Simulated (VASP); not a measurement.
# LiMgBN2 (I-4m2) in VASP: notebook

The runs below take LiMgBN2 through single point, with PBEsol.

All numbers are computed with VASP 6.6.1; they aren't measurements. Logs are shortened: lines on timing, memory, paths and dates and some standing lists are left out, and cuts for length are marked.

## 1. The cell of the first run

Symmetry: I-4m2, No. 119, tetragonal system. Conventional cell: a = 3.779 Å, b = 3.779 Å, c = 8.848 Å, α = 90.00°, β = 90.00°, γ = 90.00°. Li (site symmetry -4m2) has 4 N at 2.11 Å and 4 Mg at 2.67 Å and 4 B at 2.91 Å within 3.0 Å. Mg (site symmetry -4m2) has 4 N at 2.11 Å and 4 Li at 2.67 Å and 4 B at 2.91 Å within 3.0 Å. B (site symmetry -4m2) has 2 N at 1.26 Å within 1.7 Å. Within 1.7 Å of N (site symmetry 2mm) lie 1 B at 1.26 Å.

## 2. Single point, PBEsol (atoms shifted along a free coordinate)

File INCAR:

```
  ALGO = Normal
  EDIFF = 1E-6
  ENCUT = 520
  GGA = PS
  ISIF = 2
  ISMEAR = 0
  LASPH = T
  LCHARG = F
  LREAL = F
  LWAVE = F
  NBANDS = 17
  NELM = 60
  PREC = Accurate
  SIGMA = 0.05
```

File KPOINTS:

```
k-points
0
Gamma
  8 8 8
```

File POSCAR:

```
LiMgBN2
1.0
   -1.8892991571      1.8892991571      4.4238420579
    1.8892991571     -1.8892991571      4.4238420579
    1.8892991571      1.8892991571     -4.4238420579
Li Mg B N
1 1 1 2
Direct
    0.2500000000      0.7500000000      0.5000000000
    0.7500000000      0.2500000000      0.5000000000
    0.5000000000      0.5000000000      0.0000000000
    0.6426409604      0.6426409604      0.0000000000
    0.3573590396      0.3573590396      0.0000000000
```

Potentials or basis: VASP PAW PBE potentials, release 64 (Li_sv, Mg, B, N).

Started as:

```bash
$ cat potpaw_PBE.64/Li_sv/POTCAR potpaw_PBE.64/Mg/POTCAR potpaw_PBE.64/B/POTCAR potpaw_PBE.64/N/POTCAR > POTCAR
$ mpirun -np 1 vasp_std > vasp.out
```

OUTCAR:

```text
EDIFF = 1E-6
   ENCUT = 520
   GGA = PS
   ISIF = 2
   ISMEAR = 0
   LASPH = T
   LREAL = F
   NELM = 60
   PREC = Accurate

 ion  position               nearest neighbor table
   1  0.250  0.750  0.500-   5 2.11   4 2.11   5 2.11   4 2.11   2 2.67   2 2.67   2 2.67   2 2.67

   2  0.750  0.250  0.500-   5 2.11   4 2.11   5 2.11   4 2.11   1 2.67   1 2.67   1 2.67   1 2.67
                             3 2.91   3 2.91   3 2.91   3 2.91
   3  0.500  0.500  0.000-   4 1.26   5 1.26   2 2.91   2 2.91   2 2.91   2 2.91
   4  0.643  0.643  0.000-   3 1.26   2 2.11   1 2.11   1 2.11   2 2.11
   5  0.357  0.357  0.000-   3 1.26   2 2.11   1 2.11   1 2.11   2 2.11

  LATTYP: Found a body centered tetragonal cell.
 ALAT       =     3.7785983142
 C/A-ratio  =     2.3415254494

  Lattice vectors:

 A1 = (  -1.8892991571,   1.8892991571,   4.4238420579)
 A2 = (   1.8892991571,  -1.8892991571,   4.4238420579)
 A3 = (   1.8892991571,   1.8892991571,  -4.4238420579)

Analysis of symmetry for initial positions (statically):
=====================================================================
 Subroutine PRICEL returns:
 Original cell was already a primitive cell.

 Routine SETGRP: Setting up the symmetry group for a
 body centered tetragonal supercell.

 Subroutine GETGRP returns: Found  8 space group operations
 (whereof  8 operations were pure point group operations)
 out of a pool of 16 trial point group operations.

The static configuration has the point symmetry D_2d.

Analysis of symmetry for dynamics (positions and initial velocities):
=====================================================================
 Subroutine PRICEL returns:
 Original cell was already a primitive cell.

 Routine SETGRP: Setting up the symmetry group for a
 body centered tetragonal supercell.

 Subroutine GETGRP returns: Found  8 space group operations
 (whereof  8 operations were pure point group operations)
 out of a pool of 16 trial point group operations.

The dynamic configuration has the point symmetry D_2d.

 Subroutine INISYM returns: Found  8 space group operations
 (whereof  8 operations are pure point group operations),
 and found     1 'primitive' translations

----------------------------------------------------------------------------------------

                                     Primitive cell

  volume of cell :      63.1628

  direct lattice vectors                    reciprocal lattice vectors
    -1.889299157  1.889299157  4.423842058     0.000000000  0.264648401  0.113023927
     1.889299157 -1.889299157  4.423842058     0.264648401  0.000000000  0.113023927
     1.889299157  1.889299157 -4.423842058     0.264648401  0.264648401  0.000000000

  length of vectors
     5.168102279  5.168102279  5.168102279     0.287772799  0.287772799  0.374269357

  position of ions in fractional coordinates (direct lattice)
     0.250000000  0.750000000  0.500000000
     0.750000000  0.250000000  0.500000000
     0.500000000  0.500000000  0.000000000
     0.642640960  0.642640960  0.000000000
     0.357359040  0.357359040  0.000000000

  ion indices of the primitive-cell ions
   primitive index   ion index
                 1           1
                 2           2
                 3           3
                 4           4
                 5           5

----------------------------------------------------------------------------------------

 KPOINTS: k-points

Automatic generation of k-mesh.
 Grid dimensions read from file:
 generate k-points for:    8    8    8

 Generating k-lattice:

  Cartesian coordinates                     Fractional coordinates (reciprocal lattice)
     0.000000000  0.033081050  0.014127991     0.125000000  0.000000000  0.000000000
     0.033081050  0.000000000  0.014127991     0.000000000  0.125000000  0.000000000
     0.033081050  0.033081050  0.000000000     0.000000000  0.000000000  0.125000000

  Length of vectors
     0.035971600  0.035971600  0.046783670

  Shift w.r.t. Gamma in fractional coordinates (k-lattice)
     0.000000000  0.000000000  0.000000000

 Subroutine IBZKPT returns following result:
 ===========================================

 Found     59 irreducible k-points:

 Following reciprocal coordinates:
            Coordinates               Weight
  0.000000  0.000000  0.000000      1.000000
  0.125000  0.000000 -0.000000      8.000000
  0.250000  0.000000 -0.000000      8.000000
  0.375000  0.000000  0.000000      8.000000
  0.500000  0.000000 -0.000000      4.000000
  0.125000  0.125000 -0.000000      8.000000
[... 16 lines left out ...]
  0.250000  0.125000  0.125000     16.000000
  0.375000  0.125000  0.125000      8.000000
 [... further k-points ...]
   k-points           NKPTS =     59   k-points in BZ     NKDIM =     59   number of bands    NBANDS=     17
   number of dos      NEDOS =    301   number of ions     NIONS =      5
   total plane-waves  NPLWV =  64000
   dimension x,y,z NGX =    40 NGY =   40 NGZ =   40
   dimension x,y,z NGXF=    80 NGYF=   80 NGZF=   80
   ions per type =               1   1   1   2
   NGX,Y,Z   is equivalent  to a cutoff of  12.87, 12.87, 12.87 a.u.
   NGXF,Y,Z  is equivalent  to a cutoff of  25.73, 25.73, 25.73 a.u.
 SYSTEM =  unknown system
   PREC   = accura    normal or accurate (medium, high low for compatibility)
   ISTART =      0    job   : 0-new  1-cont  2-samecut
   ICHARG =      2    charge: 1-file 2-atom 10-const
   ISPIN  =      1    spin polarized calculation?
   LNONCOLLINEAR =      F non collinear calculations
   LSORBIT =      F    spin-orbit coupling
   LASPH  =      T    aspherical Exc in radial PAW
   ENCUT  =  520.0 eV  38.22 Ry    6.18 a.u.   9.61  9.61  9.61*2*pi/ulx,y,z
   NELM   =     60;   NELMIN=  2; NELMDL= -5     # of ELM steps
   EDIFF  = 0.1E-05   stopping-criterion for ELM
   LREAL  =      F    real-space projection
   EDIFFG = 0.1E-04   stopping-criterion for IOM
   NSW    =      0    number of steps for IOM
   IBRION =     -1    ionic relax: 0-MD 1-quasi-New 2-CG
   NFREE  =      0    steps in history (QN), initial steepest desc. (CG)
   ISIF   =      2    stress and relaxation
   ISYM   =      2    0-nonsym 1-usesym 2-fastsym
   POTIM  = 0.5000    time-step for ionic-motion
   TEBEG  =    0.0;   TEEND  =   0.0 temperature during run
   PSTRESS=    0.0 pullay stress
   NELECT =      18.0000    total number of electrons
   NUPDOWN=      -1.0000    fix difference up-down
   EMIN   =  10.00;   EMAX   =-10.00  energy-range for DOS
   EFERMI =   0.00;   METHOD = LEGACY
   ISMEAR =     0;   SIGMA  =   0.05  broadening in eV -4-tet -1-fermi 0-gaus
   EFERMI_NEDOS =   21; number of points for ismear=-14 and -15
   IALGO  =     38    algorithm
   IMIX   =      4    mixing-type and parameters
     AMIX     =   0.40;   BMIX     =  1.00
     AMIX_MAG =   1.60;   BMIX_MAG =  1.00
  volume/ion in A,a.u.               =      12.63        85.25
  Fermi-wavevector in a.u.,A,eV,Ry     =   1.077321  2.035842 15.791215  1.160622
  Thomas-Fermi vector in A             =   2.213230
   LORBIT       =      0    0 simple, 1 ext, 2 COOP (PROOUT), +10 PAW based schemes
   GGA     = PS    functional components
   LHFCALC =     F    Hartree Fock is set to
   AEXX    =    0.0000 exact exchange contribution
   IVDW    =     0    specifies the selected vdW correction
   LEPSILON=     F    determine dielectric tensor
   LRPA    =     F    only Hartree local field effects (RPA)
 non-spin polarized calculation
 Gauss-broadening in eV      SIGMA  =   0.05
  energy-cutoff  :      520.00
  volume of cell :       63.16
 maximum number of plane-waves:      1726
 NGX is ok and might be reduce to    40
   NGX = 19   NGY = 19   NGZ = 19

 number of electron      18.0000000 magnetization

 Free energy of the ion-electron system (eV)
  ---------------------------------------------------
  ext. energy  EPLUGINS =         0.00000000
  ---------------------------------------------------
  free energy    TOTEN  =       -32.24275493 eV

  energy without entropy =      -32.24275493  energy(sigma->0) =      -32.24275493

 E-fermi :   1.2637     XC(G=0):  -8.7720

 val. band max:        0.9303875664   @ k =   0.5000   0.5000   0.5000
 cond. band min:       3.5935611741   @ k =   0.0000   0.0000   0.0000
 fundamental gap:      2.6631736077
 Fermi energy:         1.2636709444

 k-point     1 :       0.0000    0.0000    0.0000
  band No.  band energies     occupation
      1     -42.0691      2.00000
      2     -13.6166      2.00000
      3     -12.6685      2.00000
      4      -3.7969      2.00000
      5      -1.6068      2.00000
      6      -1.5296      2.00000
[... 9 lines left out ...]
     16      12.6248      0.00000
     17      12.6248      0.00000

 k-point     2 :       0.1250    0.0000   -0.0000
  band No.  band energies     occupation
      1     -42.0691      2.00000
      2     -13.5791      2.00000
      3     -12.6817      2.00000
      4      -3.7659      2.00000
      5      -1.9093      2.00000
      6      -1.6420      2.00000
[... 9 lines left out ...]
     16      12.4716      0.00000
     17      12.7637      0.00000

 k-point     3 :       0.2500    0.0000   -0.0000
  band No.  band energies     occupation
      1     -42.0687      2.00000
      2     -13.4817      2.00000
      3     -12.7182      2.00000
      4      -3.7069      2.00000
      5      -2.5448      2.00000
      6      -1.7862      2.00000
[... 9 lines left out ...]
     16      11.7872      0.00000
     17      12.8087      0.00000

 k-point     4 :       0.3750    0.0000    0.0000
  band No.  band energies     occupation
      1     -42.0683      2.00000
      2     -13.3707      2.00000
      3     -12.7658      2.00000
      4      -3.6978      2.00000
      5      -3.0194      2.00000
      6      -1.8878      2.00000
[... 9 lines left out ...]
     16      11.2293      0.00000
     17      13.3765      0.00000
[... 343 lines left out ...]
      1     -42.0682      2.00000
      2     -13.3913      2.00000
      3     -12.7179      2.00000
      4      -3.6004      2.00000
      5      -2.6190      2.00000
      6      -2.1590      2.00000
[... 9 lines left out ...]
     16      11.5107      0.00000
     17      12.7062      0.00000

 k-point    23 :       0.2500    0.1250    0.1250
  band No.  band energies     occupation
      1     -42.0679      2.00000
      2     -13.2997      2.00000
      3     -12.7458      2.00000
      4      -3.5021      2.00000
      5      -2.9467      2.00000
      6      -2.3163      2.00000
[... 9 lines left out ...]
     16      11.6319      0.00000
     17      13.2371      0.00000

 k-point    24 :       0.3750    0.1250    0.1250
  band No.  band energies     occupation
      1     -42.0677      2.00000
      2     -13.2580      2.00000
      3     -12.7604      2.00000
      4      -3.4801      2.00000
      5      -3.0762      2.00000
      6      -2.3348      2.00000
[... 9 lines left out ...]
     16      11.7618      0.00000
     17      13.4132      0.00000

 [... further k-points ...]
[... 5 lines left out ...]
  --------------------------------------------------------------------------------------
  -------------------------------------------------------------------------------------
  Total       -1.1933825     -1.1933825     12.6311635      0.0000000      0.0000000      0.0000000
  in kB      -30.2711693    -30.2711693    320.4002693      0.0000000      0.0000000      0.0000000
  external PRESSURE =      86.6193102 kB  Pullay stress =       0.0000000 kB

 VOLUME and BASIS-vectors are now :
 -----------------------------------------------------------------------------
  energy-cutoff  :      520.00
  volume of cell :       63.16
      direct lattice vectors                 reciprocal lattice vectors
    -1.889299157  1.889299157  4.423842058     0.000000000  0.264648401  0.113023927
     1.889299157 -1.889299157  4.423842058     0.264648401  0.000000000  0.113023927
     1.889299157  1.889299157 -4.423842058     0.264648401  0.264648401  0.000000000

 POSITION                                       TOTAL-FORCE (eV/Angst)
 -----------------------------------------------------------------------------------
      1.88930      0.00000      2.21192         0.000000     -0.000000     -0.000000
      0.00000      1.88930      2.21192         0.000000     -0.000000     -0.000000
      0.00000      0.00000      4.42384         0.000000     -0.000000     -0.000000
      0.00000      0.00000      5.68588        -0.000000      0.000000      5.887310
      0.00000      0.00000      3.16180        -0.000000      0.000000     -5.887310
 -----------------------------------------------------------------------------------
    total drift:                               -0.000000      0.000000      0.000000

  FREE ENERGIE OF THE ION-ELECTRON SYSTEM (eV)
  ---------------------------------------------------
  free  energy   TOTEN  =       -32.2427549334 eV

  energy  without entropy=      -32.2427549334  energy(sigma->0) =      -32.24275493
```

Wall time 50 s (1 thread of Intel Xeon 6975P-C (Granite Rapids), shared host); peak memory 0.27 GiB.

What came out:

| Property | Result |
| --- | --- |
| Free energy | -32.2428 eV |
| Largest force | 5.887 eV/Å |
| Band gap on the k mesh | 2.66 eV (least direct gap 3.23 eV) |

Forces in eV/Å, atoms in the order of the input:
```
Li   0.000  0.000  0.000
Mg   0.000  0.000  0.000
B    0.000  0.000  0.000
N    0.000  0.000  5.887
N    0.000  0.000 -5.887
```

Caveat: the cell differs from its parent crystal (atoms shifted along a free coordinate); the cutoff is under 1.25 times the usual one of these potentials, so pressure, stress and relaxed cells hold a basis-set (Pulay) error; the PAW data sets were made with another functional, which shifts forces and pressure a little. A k mesh can miss the band edges.

(Continued in part 2 of 4.)
